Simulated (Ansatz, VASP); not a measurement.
## One calculation of Ca, two programs

```
Ca
1.0
     0.00000    2.85008    2.79420
     2.85008    0.00000    2.79420
     2.85008    2.85008    0.00000
Ca
1
Direct
  0.00000 0.00000 0.00000
```

Change from the starting cell: equal xx and yy strain of +2 %.

Alike in both runs: task single point; functional PBEsol; k mesh 11 × 11 × 11; occupations fermi-dirac, width 0.05 eV; no spin polarisation.

```csv
,VASP,Ansatz
version,VASP 6.6.1,Ansatz 0.2.0
potentials or method,"VASP PAW PBE potentials, release 64 (Ca_sv), cutoff 520 eV","all-electron LAPW, scalar-relativistic"
```

```tsv
	VASP	Ansatz	Ansatz less VASP
pressure (GPa)	-1.7	-1.7	0.00
traceless stress, the component that is largest in VASP (GPa)	0.08	0.08	-0.001
```

VASP's potentials were made for PBE, not for PBEsol. Ansatz ran all-electron here, and VASP with PAW potentials.
